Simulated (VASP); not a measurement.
A run of VASP 6.6.1 is set up as follows.

INCAR

```
PREC = Accurate ; ENCUT = 520
EDIFF = 1E-6 ; ISMEAR = -1
SIGMA = 0.24 ; LREAL = Auto
LASPH = T ; NELM = 60
ALGO = Normal ; ISIF = 2
LWAVE = F ; LCHARG = F
GGA = PE ; NBANDS = 46
```

The input KPOINTS:

```
regular mesh
0
Gamma
  3 3 3
```

Contents of POSCAR:

```
C
1.0
    0.0000000000      3.6852400000      3.6852400000
    3.6852400000      0.0000000000      3.6852400000
    3.6852400000      3.6852400000      0.0000000000
C
16
Direct
    0.0063496543     -0.0236076891     -0.0236348243
    0.1154741618      0.1202499702      0.1195444530
   -0.0225901162      0.0038125061      0.4718145901
    0.1482671414      0.0650432536      0.6071246377
   -0.0292518262      0.4905514973      0.0228207661
    0.1425823013      0.6216555774      0.0972663924
   -0.0306221576      0.4895610598      0.5026673975
    0.1035482085      0.6375432808      0.6025930469
    0.4731035156     -0.0019266045      0.0205414030
    0.6256715981      0.1168580608      0.0895599744
    0.5354603771     -0.0392647426      0.4684633837
    0.5863118820      0.1344552865      0.6029458054
    0.4863455297      0.5339679370     -0.0421139464
    0.6051301950      0.6451818606      0.1110239767
    0.4219399551      0.5442657737      0.4947167620
    0.5991332993      0.6179923153      0.6103130325
```

Potentials or basis: VASP PAW PBE potentials, release 64 (C).

The run is started by

```sh
$ cat potpaw_PBE.64/C/POTCAR > POTCAR
$ mpirun -np 1 vasp_std > vasp.out
```

Predict the band gap on the k mesh.

2.29 eV.

Predict the pressure.

-21.8 GPa.

Predict the largest force.

10.779 eV/Å.

Stress tensor (GPa, compression positive):
```
-23.38  -1.66  -0.70
 -1.66 -21.77  -4.02
 -0.70  -4.02 -20.23
```

Caveat: the k points lie up to 0.49 Å⁻¹ apart; forces of over 1 eV/Å act on the atoms, so gaps and moduli don't describe the material at rest. A k mesh can miss the band edges.
